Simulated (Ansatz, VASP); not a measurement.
# One calculation of CsSrF3, two programs

File INCAR:

```
SYSTEM = CsSrF3
PREC = Accurate
ENCUT = 520
EDIFF = 1E-6
ISMEAR = 0
SIGMA = 0.05
LREAL = .False.
LASPH = .True.
NELM = 60
ALGO = Normal
ISIF = 2
LWAVE = .False.
LCHARG = .False.
GGA = CA
NBANDS = 28
```

The input KPOINTS:

```
regular mesh
0
Gamma
  6 6 6
  0 0 0
```

POSCAR

```
CsSrF3
1.0
    4.7632470100      0.0000000000      0.0000000000
    0.0000000000      4.7632470100      0.0000000000
    0.0000000000      0.0000000000      4.6917983048
Cs Sr F
1 1 3
Direct
    0.0000000000      0.0000000000      0.0000000000
    0.5000000000      0.5000000000      0.5000000000
    0.0000000000      0.5000000000      0.5000000000
    0.5000000000      0.0000000000      0.5000000000
    0.5000000000      0.5000000000      0.0000000000
```

Input for Ansatz:

```yaml
crystal:
  lattice:
    - [4.76324701, 0.0, 0.0]
    - [0.0, 4.76324701, 0.0]
    - [0.0, 0.0, 4.6917983048]
  atoms:
    - { symbol: Cs, position: [0.0, 0.0, 0.0] }
    - { symbol: Sr, position: [0.5, 0.5, 0.5] }
    - { symbol: F, position: [0.0, 0.5, 0.5] }
    - { symbol: F, position: [0.5, 0.0, 0.5] }
    - { symbol: F, position: [0.5, 0.5, 0.0] }
basis:
  ecutwfc: 420
kpoints:
  mp_grid: { grid: [6, 6, 6] }
hamiltonian:
  xc: lda
scf:
  occupations: { method: gaussian, width: 0.05 }
output:
  forces: true
  stress: true
  eigenvalues: true
```

Change from the starting cell: strain +0.000 along x and y, -0.015 along z, atoms carried along.

Alike in both runs: task single point; functional LDA; k mesh 6 × 6 × 6; occupations gaussian, width 0.05 eV; no spin polarisation.

|  | VASP | Ansatz |
| --- | --- | --- |
| version | VASP 6.6.1 | Ansatz 0.2.0 |
| potentials or method | VASP PAW LDA potentials, release 64 (Cs_sv, Sr_sv, F), cutoff 520 eV | scalar-relativistic, plane waves, PAW |
| valence electrons in the cell | 40 | 40 |

```tsv
	VASP	Ansatz	Ansatz less VASP
gap on the k mesh at the Fermi level (eV)	6.07	6.10	+0.026
least direct gap on the mesh (eV)	6.07	6.10	+0.026
pressure (GPa)	-2.4	-2.7	-0.26
traceless stress, the component that is largest in VASP (GPa)	0.83	0.78	-0.044
```

LDA's correlation is that of Perdew and Zunger in VASP and of Perdew and Wang (1992) in Ansatz.

Spin-orbit coupling is off throughout.
